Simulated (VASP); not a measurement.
RuSe: single point with PBE

RuSe:

```xyz
2
Lattice="0.0000 2.8872 2.8872 2.8872 0.0000 2.8872 2.8872 2.8872 0.0000" Properties=species:S:1:pos:R:3 pbc="T T T"
Ru    0.0000    0.0000    0.0000
Se    1.4436    1.4436    1.4436
```

| Property | Result |
| --- | --- |
| Program | VASP 6.6.1 |
| Task | single point |
| Functional | PBE |
| Potentials or basis | VASP PAW PBE potentials, release 64 (Ru_pv, Se) |
| Cutoff | 500 eV |
| k mesh | 10 × 10 × 10 |
| Occupations | gaussian, width 0.05 eV |
| Spin | no spin polarisation |

```json
{"Pressure": "-11.8 GPa", "Band gap on the k mesh": "zero (band 10 reaches 6.38 eV, above the bottom of band 11 at 4.42 eV)"}
```

Levels at points of the mesh, in eV from the Fermi level:
```csv
k point,band 8,band 9,band 10,band 11,band 12,band 13
"(0.00, 0.00, 0.00)",-1.34,-1.34,1.54,2.77,2.77,2.77
"(0.50, 0.00, 0.00)",-1.16,-1.16,-0.97,1.29,1.29,3.83
"(0.50, 0.50, 0.00)",-1.63,-0.90,-0.76,-0.26,-0.26,4.72
```

Wall time 64 s on 1 thread of Intel Xeon 8259CL (shared host), peak memory 0.19 GiB.
